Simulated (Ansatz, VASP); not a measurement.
## BaCaS2 in VASP and in Ansatz

```
Ca Ba S
1.0
     2.09877    1.21172    6.89823
    -2.09877    1.21172    6.89823
     0.00000   -2.42345    6.89823
Ca Ba S
1 1 2
Direct
  0.00000 0.00000 0.00000
  0.50000 0.50000 0.50000
  0.25881 0.25881 0.25881
  0.74119 0.74119 0.74119
```

Alike in both runs: task single point; functional PBE; k mesh 6 × 6 × 6; no spin polarisation.

```csv
,VASP,Ansatz
version,VASP 6.6.1,Ansatz 0.2.0
potentials or method,"VASP PAW PBE potentials, release 64 (Ca_sv, Ba_sv, S)","plane waves, PAW"
plane-wave cutoff (eV),520,420
occupations,"gaussian, width 0.01 eV",fixed
valence electrons in the cell,32,32
```

|  | VASP | Ansatz | Ansatz less VASP |
| --- | --- | --- | --- |
| gap on the k mesh at the Fermi level (eV) | 1.93 | 2.01 | +0.081 |
| pressure (GPa) | 4.0 | 3.4 | -0.60 |
| traceless stress, the component that is largest in VASP (GPa) | 0.13 | 0.13 | 0.000 |
| rms of the force components (eV/Å) | 0.065 | 0.033 | -0.0324 |

Atom by atom the forces differ by 0.032 eV/Å (rms over components).

Spin-orbit coupling is off throughout.
